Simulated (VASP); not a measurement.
# NbSbS2Br (C2/m) in VASP: single point with r2SCAN

Aim: the single point of NbSbS2Br with r2SCAN.

Program: VASP 6.6.1. These are calculated values, not measurements. Logs are shortened: lines on timing, memory, paths and dates and some standing lists are left out, and cuts for length are marked.

## 1. The cell of the first run

It takes space group C2/m (No. 12, monoclinic). The conventional cell has a = 12.808 Å, b = 3.893 Å, c = 9.690 Å, α = 90.00°, β = 91.00°, γ = 90.00°. Nb (site symmetry 2/m) has 2 S at 2.66 Å and 4 Br at 2.69 Å within 3.5 Å. Nb (site symmetry 2/m) has 6 S at 2.56 to 2.68 Å within 3.4 Å. Within 3.3 Å of Sb (site symmetry m) lie 5 S at 2.50 to 3.05 Å. S (site symmetry m) has 2 Nb at 2.56 to 2.66 Å and 2 Sb at 2.63 Å and 2 S at 3.52 Å within 3.6 Å. S (site symmetry m) has 3 Sb at 2.50 to 3.05 Å and 2 Nb at 2.68 Å within 3.3 Å. Br (site symmetry m) has 2 Nb at 2.69 Å within 3.5 Å.

## 2. Single point, r2SCAN

The input, POSCAR:

```
NbSbS2Br
1.0
    0.0000000000      3.8931950000      0.0000000000
    6.4040730000     -1.9465970000      0.0000000000
    0.1691170000      0.0000000000     -9.6887970000
Nb Sb S Br
2 2 4 2
Direct
    0.0000000000      0.0000000000      0.5000000000
    0.0000000000      0.0000000000      0.0000000000
    0.2910000000      0.5820000000      0.8094000000
    0.7090000000      0.4180000000      0.1906000000
    0.9240000000      0.8480000000      0.7570000000
    0.0760000000      0.1520000000      0.2430000000
    0.3600000000      0.7200000000      0.0488400000
    0.6400000000      0.2800000000      0.9511600000
    0.3660000000      0.7320000000      0.4299000000
    0.6340000000      0.2680000000      0.5701000000
```

The input, INCAR.step1:

```
SYSTEM = NbSbS2Br
PREC = Accurate
ENCUT = 520
ISMEAR = -1
SIGMA = 0.0187
LREAL = .FALSE.
LASPH = .TRUE.
NELM = 80
NBANDS = 48
GGA = PE
ALGO = Normal
EDIFF = 1E-4
LWAVE = .TRUE.
LCHARG = .FALSE.
```

The input, INCAR.step2:

```
SYSTEM = NbSbS2Br
PREC = Accurate
ENCUT = 520
EDIFF = 1E-7
ISMEAR = -1
SIGMA = 0.0187
LREAL = .FALSE.
LASPH = .TRUE.
NELM = 80
ALGO = Normal
ISIF = 2
LWAVE = .FALSE.
LCHARG = .TRUE.
METAGGA = R2SCAN
LMIXTAU = .TRUE.
LELF = .TRUE.
LVHAR = .TRUE.
NBANDS = 48
ISTART = 1
```

The input, KPOINTS:

```
regular mesh
0
G
  5 5 2
  0 0 0
```

Potentials or basis: VASP PAW PBE potentials, release 64 (Nb_sv, Sb, S, Br).

The run is started by

```bash
$ cat potpaw_PBE.64/Nb_sv/POTCAR potpaw_PBE.64/Sb/POTCAR potpaw_PBE.64/S/POTCAR potpaw_PBE.64/Br/POTCAR > POTCAR
$ cp INCAR.step1 INCAR
$ mpirun -np 1 vasp_std > vasp.out
$ cp INCAR.step2 INCAR
$ mpirun -np 1 vasp_std > vasp.out
```

OUTCAR:

```text
SYSTEM = NbSbS2Br
   PREC = Accurate
   ENCUT = 520
   EDIFF = 1E-7
   ISMEAR = -1
   LREAL = .FALSE.
   LASPH = .TRUE.
   NELM = 80
   ISIF = 2
   METAGGA = R2SCAN
   ISTART = 1

 ion  position               nearest neighbor table
   1  0.000  0.000  0.500-   5 2.66   6 2.66   9 2.69  10 2.69  10 2.69   9 2.69
   2  0.000  0.000  0.000-   5 2.56   6 2.56   7 2.68   8 2.68   8 2.68   7 2.68
   3  0.291  0.582  0.809-   7 2.50   5 2.63   5 2.63   8 3.05   8 3.05
   4  0.709  0.418  0.191-   8 2.50   6 2.63   6 2.63   7 3.05   7 3.05
   5  0.924  0.848  0.757-   2 2.56   3 2.63   3 2.63   1 2.66
   6  0.076  0.152  0.243-   2 2.56   4 2.63   4 2.63   1 2.66
   7  0.360  0.720  0.049-   3 2.50   2 2.68   2 2.68   4 3.05   4 3.05
   8  0.640  0.280  0.951-   4 2.50   2 2.68   2 2.68   3 3.05   3 3.05
   9  0.366  0.732  0.430-   1 2.69   1 2.69
  10  0.634  0.268  0.570-   1 2.69   1 2.69

  LATTYP: Found a base centered monoclinic cell.
 ALAT       =    12.8081460000
 B/A-ratio  =     0.3039624158
 C/A-ratio  =     0.7565710797
 COS(beta)  =    -0.0174522434

  Lattice vectors:

 A1 = (  -6.4040730000,  -1.9465980000,   0.0000000000)
 A2 = (  -6.4040730000,   1.9465970000,   0.0000000000)
 A3 = (   0.1691170000,   0.0000000000,  -9.6887970000)

Analysis of symmetry for initial positions (statically):
=====================================================================
 Subroutine PRICEL returns:
 Original cell was already a primitive cell.

 Routine SETGRP: Setting up the symmetry group for a
 base centered monoclinic supercell.

 Subroutine GETGRP returns: Found  4 space group operations
 (whereof  4 operations were pure point group operations)
 out of a pool of  4 trial point group operations.

The static configuration has the point symmetry C_2h.

Analysis of symmetry for dynamics (positions and initial velocities):
=====================================================================
 Subroutine PRICEL returns:
 Original cell was already a primitive cell.

 Routine SETGRP: Setting up the symmetry group for a
 base centered monoclinic supercell.

 Subroutine GETGRP returns: Found  4 space group operations
 (whereof  4 operations were pure point group operations)
 out of a pool of  4 trial point group operations.

The dynamic configuration has the point symmetry C_2h.

 Subroutine INISYM returns: Found  4 space group operations
 (whereof  4 operations are pure point group operations),
 and found     1 'primitive' translations

----------------------------------------------------------------------------------------

                                     Primitive cell

  volume of cell :     241.5640

  direct lattice vectors                    reciprocal lattice vectors
     0.000000000  3.893195000  0.000000000     0.078075292  0.256858441  0.001362797
     6.404073000 -1.946597000  0.000000000     0.156150625  0.000000000  0.002725594
     0.169117000  0.000000000 -9.688797000     0.000000000  0.000000000 -0.103211988

  length of vectors
     3.893195000  6.693384112  9.690272848     0.268465766  0.156174410  0.103211988

  position of ions in fractional coordinates (direct lattice)
     1.000000000  0.000000000  0.500000000
     0.000000000  0.000000000  0.000000000
     0.291000000  0.582000000  0.809400000
     0.709000000  0.418000000  0.190600000
     0.924000000  0.848000000  0.757000000
     0.076000000  0.152000000  0.243000000
     0.360000000  0.720000000  0.048840000
     0.640000000  0.280000000  0.951160000
     0.366000000  0.732000000  0.429900000
     0.634000000  0.268000000  0.570100000

  ion indices of the primitive-cell ions
   primitive index   ion index
                 1           1
                 2           2
                 3           3
                 4           4
                 5           5
                 6           6
                 7           7
                 8           8
                 9           9
                10          10

----------------------------------------------------------------------------------------

 KPOINTS: regular mesh

Automatic generation of k-mesh.
 Grid dimensions read from file:
 generate k-points for:    5    5    2

 Generating k-lattice:

  Cartesian coordinates                     Fractional coordinates (reciprocal lattice)
     0.015615058  0.051371688  0.000272559     0.200000000  0.000000000 -0.000000000
     0.031230125  0.000000000  0.000545119     0.000000000  0.200000000  0.000000000
     0.000000000  0.000000000 -0.051605994     0.000000000  0.000000000  0.500000000

  Length of vectors
     0.053693153  0.031234882  0.051605994

  Shift w.r.t. Gamma in fractional coordinates (k-lattice)
     0.000000000  0.000000000  0.000000000

 Subroutine IBZKPT returns following result:
 ===========================================

 Found     18 irreducible k-points:

 Following reciprocal coordinates:
            Coordinates               Weight
  0.000000  0.000000  0.000000      1.000000
  0.200000  0.000000  0.000000      4.000000
  0.400000  0.000000  0.000000      4.000000
  0.000000  0.200000  0.000000      2.000000
  0.200000  0.200000 -0.000000      4.000000
  0.400000  0.200000  0.000000      4.000000
[... 10 lines left out ...]
  0.000000  0.400000  0.500000      2.000000
  0.200000  0.400000  0.500000      2.000000
   k-points           NKPTS =     18   k-points in BZ     NKDIM =     18   number of bands    NBANDS=     48
   number of dos      NEDOS =    301   number of ions     NIONS =     10
   total plane-waves  NPLWV = 108000
   dimension x,y,z NGX =    30 NGY =   50 NGZ =   72
   dimension x,y,z NGXF=    60 NGYF=  100 NGZF=  144
   ions per type =               2   2   4   2
   NGX,Y,Z   is equivalent  to a cutoff of  12.81, 12.42, 12.35 a.u.
   NGXF,Y,Z  is equivalent  to a cutoff of  25.62, 24.84, 24.70 a.u.
 SYSTEM =  NbSbS2Br
   PREC   = accura    normal or accurate (medium, high low for compatibility)
   ISTART =      1    job   : 0-new  1-cont  2-samecut
   ICHARG =      0    charge: 1-file 2-atom 10-const
   ISPIN  =      1    spin polarized calculation?
   LNONCOLLINEAR =      F non collinear calculations
   LSORBIT =      F    spin-orbit coupling
   LASPH  =      T    aspherical Exc in radial PAW
   ENCUT  =  520.0 eV  38.22 Ry    6.18 a.u.   7.24 12.45 18.02*2*pi/ulx,y,z
   NELM   =     80;   NELMIN=  2; NELMDL=  0     # of ELM steps
   EDIFF  = 0.1E-06   stopping-criterion for ELM
   LREAL  =      F    real-space projection
   EDIFFG = 0.1E-05   stopping-criterion for IOM
   NSW    =      0    number of steps for IOM
   IBRION =     -1    ionic relax: 0-MD 1-quasi-New 2-CG
   NFREE  =      0    steps in history (QN), initial steepest desc. (CG)
   ISIF   =      2    stress and relaxation
   ISYM   =      2    0-nonsym 1-usesym 2-fastsym
   POTIM  = 0.5000    time-step for ionic-motion
   TEBEG  =    0.0;   TEEND  =   0.0 temperature during run
   PSTRESS=    0.0 pullay stress
   NELECT =      74.0000    total number of electrons
   NUPDOWN=      -1.0000    fix difference up-down
   EMIN   =  10.00;   EMAX   =-10.00  energy-range for DOS
   EFERMI =   0.00;   METHOD = LEGACY
   ISMEAR =    -1;   SIGMA  =   0.02  broadening in eV -4-tet -1-fermi 0-gaus
   EFERMI_NEDOS =   21; number of points for ismear=-14 and -15
   IALGO  =     38    algorithm
   IMIX   =      4    mixing-type and parameters
     AMIX     =   0.40;   BMIX     =  1.00
     AMIX_MAG =   1.60;   BMIX_MAG =  1.00
  volume/ion in A,a.u.               =      24.16       163.02
  Fermi-wavevector in a.u.,A,eV,Ry     =   1.103591  2.085484 16.570700  1.217912
  Thomas-Fermi vector in A             =   2.240051
   LORBIT       =      0    0 simple, 1 ext, 2 COOP (PROOUT), +10 PAW based schemes
   METAGGA = R2SCAN    functional components
   LHFCALC =     F    Hartree Fock is set to
   AEXX    =    0.0000 exact exchange contribution
   IVDW    =     0    specifies the selected vdW correction
   LEPSILON=     F    determine dielectric tensor
   LRPA    =     F    only Hartree local field effects (RPA)
 non-spin polarized calculation
  energy-cutoff  :      520.00
  volume of cell :      241.56
 maximum number of plane-waves:      6536
 NGX is ok and might be reduce to    30
   NGX = 15   NGY = 25   NGZ = 37

 number of electron      73.9999993 magnetization

 Free energy of the ion-electron system (eV)
  ---------------------------------------------------
  ext. energy  EPLUGINS =         0.00000000
  ---------------------------------------------------
  free energy    TOTEN  =      -163.48207926 eV

  energy without entropy =     -163.46587515  energy(sigma->0) =     -163.47397720

 E-fermi :   6.5048     XC(G=0): -10.1725

 val. band max:        6.4953059963   @ k =   0.0000   0.2000   0.0000
 cond. band min:       6.5337361901   @ k =   0.0000   0.4000   0.5000
 fundamental gap:      0.0384301938
 Fermi energy:         6.5048221904

 k-point     1 :       0.0000    0.0000    0.0000
  band No.  band energies     occupation
      1     -51.1949      2.00000
      2     -51.0938      2.00000
      3     -26.6313      2.00000
      4     -26.5616      2.00000
      5     -26.5394      2.00000
      6     -26.4739      2.00000
[... 40 lines left out ...]
     47       8.5580      0.00000
     48       8.9172      0.00000

 k-point     2 :       0.2000    0.0000    0.0000
  band No.  band energies     occupation
      1     -51.1941      2.00000
      2     -51.0931      2.00000
      3     -26.6263      2.00000
      4     -26.5830      2.00000
      5     -26.5584      2.00000
      6     -26.4725      2.00000
[... 808 lines left out ...]
 k-point    18 :       0.2000    0.4000    0.5000
  band No.  band energies     occupation
      1     -51.1941      2.00000
      2     -51.0931      2.00000
      3     -26.6264      2.00000
      4     -26.5830      2.00000
      5     -26.5584      2.00000
      6     -26.4722      2.00000
[... 40 lines left out ...]
     47       8.9164      0.00000
     48       9.3307      0.00000

------------------------ aborting loop because EDIFF is reached ----------------------------------------

  FORCE on cell =-STRESS in cart. coord.  units (eV):
  Direction    XX          YY          ZZ          XY          YZ          ZX
  --------------------------------------------------------------------------------------
  -------------------------------------------------------------------------------------
  Total       -2.0429031     -9.2638796     -6.8996085     -0.0000002     -0.0000002     -2.0004352
  in kB      -13.5495871    -61.4428282    -45.7617624     -0.0000011     -0.0000011    -13.2679179
  external PRESSURE =     -40.2513925 kB  Pullay stress =       0.0000000 kB

 VOLUME and BASIS-vectors are now :
 -----------------------------------------------------------------------------
  energy-cutoff  :      520.00
  volume of cell :      241.56
      direct lattice vectors                 reciprocal lattice vectors
     0.000000000  3.893195000  0.000000000     0.078075292  0.256858441  0.001362797
     6.404073000 -1.946597000  0.000000000     0.156150625  0.000000000  0.002725594
     0.169117000  0.000000000 -9.688797000     0.000000000  0.000000000 -0.103211988

 POSITION                                       TOTAL-FORCE (eV/Angst)
 -----------------------------------------------------------------------------------
      0.08456      0.00000     -4.84440         0.000000      0.000000      0.000000
      0.00000      0.00000      0.00000         0.000000     -0.000000      0.000000
      3.86405      0.00000     -7.84211        -0.260273     -0.000000      0.348619
      2.70914      1.94660     -1.84668         0.260273      0.000000     -0.348619
      5.55868      1.94660     -7.33442         0.714062      0.000000      0.511884
      1.01451      0.00000     -2.35438        -0.714062     -0.000000     -0.511884
      4.61919      0.00000     -0.47320         0.824433      0.000000      0.481830
      1.95400      1.94660     -9.21560        -0.824433     -0.000000     -0.481830
      4.76048      0.00000     -4.16521         0.185734      0.000000     -0.282092
      1.81271      1.94660     -5.52358        -0.185734     -0.000000      0.282092
 -----------------------------------------------------------------------------------
    total drift:                               -0.000000      0.000000      0.000000

  FREE ENERGIE OF THE ION-ELECTRON SYSTEM (eV)
  ---------------------------------------------------
  free  energy   TOTEN  =      -163.4820792578 eV

  energy  without entropy=     -163.4658751511  energy(sigma->0) =     -163.47397720
```

Wall time 11 min (1 thread of Intel Xeon Platinum 8488C (Sapphire Rapids), shared host); peak memory 0.49 GiB.

Results:

| Quantity | Value |
| --- | --- |
| Free energy | -163.4821 eV |
| Pressure | -4.0 GPa |
| Largest force | 0.955 eV/Å |
| Band gap on the k mesh | zero (bands 37 and 38 overlap by 0.29 eV) |

Forces on the atoms (eV/Å):
```
Nb   0.000  0.000  0.000
Nb   0.000  0.000  0.000
Sb  -0.260  0.000  0.349
Sb   0.260  0.000 -0.349
S    0.714  0.000  0.512
S   -0.714  0.000 -0.512
S    0.824  0.000  0.482
S   -0.824  0.000 -0.482
Br   0.186  0.000 -0.282
Br  -0.186  0.000  0.282
```

Stress tensor (GPa, compression positive):
```
-1.35  0.00 -1.33
 0.00 -6.14  0.00
-1.33  0.00 -4.58
```

Levels at points of the mesh, in eV from the Fermi level:
```tsv
k point	band 35	band 36	band 37	band 38	band 39	band 40
(0.00, 0.00, 0.00)	-0.54	-0.44	-0.14	0.08	0.12	0.12
(0.00, 0.00, 0.50)	-0.54	-0.41	-0.14	-0.01	0.11	0.18
```

Caveat: the cell stands under tension; the PAW data sets were made with another functional, which shifts forces and pressure a little; spin-orbit coupling is left out, which moves the levels of the heavy elements.

The gap in the log of VASP goes by the Fermi energy; the results here count the filled bands.